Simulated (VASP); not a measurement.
A run of VASP 6.6.1 is set up as follows.

The input POSCAR:

```
CdSe
1.0
    0.0000000000      3.0702711986      3.0702711986
    3.0702711986      0.0000000000      3.0702711986
    3.0702711986      3.0702711986      0.0000000000
Cd Se
1 1
Direct
    0.0000000000      0.0000000000      0.0000000000
    0.2500000000      0.2500000000      0.2500000000
```

File INCAR.step1:

```
  PREC = Accurate
  ENCUT = 520
  ISMEAR = -1
  SIGMA = 0.05
  LREAL = False
  LASPH = True
  NELM = 150
  MAGMOM = 0 0 0 0 0 0
  LSORBIT = True
  GGA_COMPAT = False
  NBANDS = 30
  GGA = PE
  ALGO = Normal
  EDIFF = 1E-4
  LWAVE = True
  LCHARG = False
```

File INCAR.step2:

```
  PREC = Accurate
  ENCUT = 520
  EDIFF = 1E-7
  ISMEAR = -1
  SIGMA = 0.05
  LREAL = False
  LASPH = True
  NELM = 150
  ALGO = Normal
  ISIF = 2
  LWAVE = False
  LCHARG = False
  MAGMOM = 0 0 0 0 0 0
  LORBIT = 11
  LSORBIT = True
  GGA_COMPAT = False
  LORBMOM = True
  METAGGA = R2SCAN
  LMIXTAU = True
  NBANDS = 30
  ISTART = 1
```

Contents of KPOINTS:

```
regular mesh
0
Gamma
  6 6 6
```

Potentials or basis: VASP PAW PBE potentials, release 64 (Cd, Se).

The run is started by

```console
$ cat potpaw_PBE.64/Cd/POTCAR potpaw_PBE.64/Se/POTCAR > POTCAR
$ cp INCAR.step1 INCAR
$ mpirun -np 1 vasp_ncl > vasp.out
$ cp INCAR.step2 INCAR
$ mpirun -np 1 vasp_ncl > vasp.out
```

**Question.** Predict the pressure.

**Answer.** 0.1 GPa.

**Question.** Estimate the net moment.

**Answer.** 0.00 μB per cell.

Moments on the atoms (μB; x, y, z):
```
Cd  0.00 0.00 0.00
Se  0.00 0.00 0.00
```

Caveat: the PAW data sets were made with another functional, which shifts forces and pressure a little.
